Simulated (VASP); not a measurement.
A run of VASP 6.6.1:

File POSCAR:

```
KF
1.0
    0.0000000000      2.6066625000      2.5398250000
    2.6066625000      0.0000000000      2.5398250000
    2.6066625000      2.6066625000      0.0000000000
K F
1 1
Direct
    0.0000000000      0.0000000000      0.0000000000
    0.5000000000      0.5000000000      0.5000000000
```

File INCAR.step1:

```
SYSTEM = KF
ALGO = Normal ; EDIFF = 1E-4
ENCUT = 520 ; GGA = PE
ISMEAR = 0 ; LASPH = .True.
LCHARG = .False. ; LREAL = .False.
LWAVE = .True. ; NBANDS = 15
NELM = 100 ; PREC = Accurate
SIGMA = 0.05
```

File INCAR.step2:

```
SYSTEM = KF
ALGO = Normal ; EDIFF = 1E-7
ENCUT = 520 ; ISIF = 2
ISMEAR = 0 ; ISTART = 1
LASPH = .True. ; LCHARG = .False.
LMIXTAU = .True. ; LREAL = .False.
LWAVE = .False. ; METAGGA = R2SCAN
NBANDS = 15 ; NELM = 100
PREC = Accurate ; SIGMA = 0.05
```

File KPOINTS:

```
k-points
0
Gamma
  8 8 8
  0 0 0
```

Potentials or basis: VASP PAW PBE potentials, release 64 (K_sv, F).

Command:

```bash
$ cat potpaw_PBE.64/K_sv/POTCAR potpaw_PBE.64/F/POTCAR > POTCAR
$ cp INCAR.step1 INCAR
$ mpirun -np 1 vasp_std > vasp.out
$ cp INCAR.step2 INCAR
$ mpirun -np 1 vasp_std > vasp.out
```

Hardware: 1 thread of Intel(R) Xeon(R) 6975P-C (Granite Rapids), with other jobs on the host.

Estimate the wall time of this run.

Run time: 69 s on 1 thread of Intel(R) Xeon(R) 6975P-C (Granite Rapids) (shared host), peak memory 0.17 GiB. Counts: k points 59.
